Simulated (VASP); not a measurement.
Rh: single point with PBEsol

Rh:

```xyz
1
Lattice="0.0000 1.9301 1.9016 1.9301 0.0000 1.9016 1.9301 1.9301 0.0000" Properties=species:S:1:pos:R:3 pbc="T T T"
Rh    0.0000    0.0000    0.0000
```

This cell differs from its parent crystal: strain +0.015 along x and y, +0.000 along z.

```json
{
 "Program": "VASP 6.6.1",
 "Task": "single point",
 "Functional": "PBEsol",
 "Potentials or basis": "VASP PAW PBE potentials, release 64 (Rh_pv)",
 "Cutoff": "520 eV",
 "k mesh": "22 × 22 × 22",
 "Occupations": "gaussian, width 0.15 eV",
 "Spin": "no spin polarisation",
 "Dipole correction": "no",
 "Further INCAR settings": "ALGO = Fast; EDIFF = 1e-06; NBANDS = 14"
}
```

```
Pressure               : -12.6 GPa
Band gap on the k mesh : zero (an odd number of electrons rules out a gap without spin polarisation)
```

Stress tensor (GPa, compression positive):
```
-13.67   0.00   0.00
  0.00 -13.67   0.00
  0.00   0.00 -10.34
```

Levels at points of the mesh, in eV from the Fermi level:
```csv
k point,band 3,band 4,band 5,band 6,band 7,band 8,band 9,band 10,band 11,band 12
"(0.00, 0.00, 0.00)",-46.27,-7.83,-3.00,-3.00,-2.85,-1.03,-0.85,15.96,20.46,21.09
"(0.50, 0.00, 0.00)",-46.36,-5.91,-3.10,-2.93,0.51,0.59,0.69,8.29,15.44,20.46
"(0.50, 0.50, 0.00)",-46.54,-6.06,-5.72,0.52,0.95,0.95,3.36,12.13,12.88,12.88
"(0.50, 0.00, 0.50)",-46.51,-6.06,-5.70,0.53,0.87,1.00,3.05,11.72,13.08,13.23
```

Run time: 100 s on 1 thread of Intel Xeon 8259CL, on a shared host, peak memory 0.25 GiB.

Caveat: the cell differs from its parent crystal (strain +0.015 along x and y, +0.000 along z); the cell stands under tension; the PAW data sets were made with another functional, which shifts forces and pressure a little.
